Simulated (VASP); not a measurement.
Here is a VASP 6.6.1 calculation.

Contents of POSCAR:

```
N
1.0
    3.5792591437      0.0000000000      0.0000000000
   -1.7896295718      3.0997293451      0.0000000000
    0.0000000000      0.0000000000      7.6409876717
N
4
Direct
    0.3333333333      0.6666666667      0.3215760822
    0.3333333333      0.6666666667      0.1784239178
    0.6666666667      0.3333333333      0.8215760822
    0.6666666667      0.3333333333      0.6784239178
```

INCAR.step1

```
  ALGO = Normal
  EDIFF = 1E-5
  ENCUT = 520
  GGA = PE
  ISIF = 2
  ISMEAR = 0
  LASPH = True
  LCHARG = False
  LREAL = False
  LWAVE = True
  NBANDS = 18
  NELM = 100
  PREC = Accurate
  SIGMA = 0.01
```

INCAR.step2

```
  ALGO = Normal
  EDIFF = 1E-6
  ENCUT = 520
  GGA = PE
  HFSCREEN = 0.2079
  ISIF = 2
  ISMEAR = 0
  ISTART = 1
  LASPH = True
  LCHARG = False
  LHFCALC = True
  LREAL = False
  LWAVE = False
  NBANDS = 18
  NELM = 100
  PREC = Accurate
  PRECFOCK = Normal
  SIGMA = 0.01
```

File KPOINTS:

```
k-points
0
Gamma
  6 6 2
```

Potentials or basis: VASP PAW PBE potentials, release 64 (N).

Command:

```sh
$ cat potpaw_PBE.64/N/POTCAR > POTCAR
$ cp INCAR.step1 INCAR
$ mpirun -np 1 vasp_std > vasp.out
$ cp INCAR.step2 INCAR
$ mpirun -np 1 vasp_std > vasp.out
```

Predict the largest force.

1.499 eV/Å.

Estimate the pressure.

2.5 GPa.

Forces on the atoms (eV/Å):
```
N    0.000  0.000  1.499
N    0.000  0.000 -1.499
N    0.000  0.000  1.499
N    0.000  0.000 -1.499
```

Caveat: the standard files for N, O and F lose accuracy on very short bonds; the PAW data sets were made with another functional, which shifts forces and pressure a little.
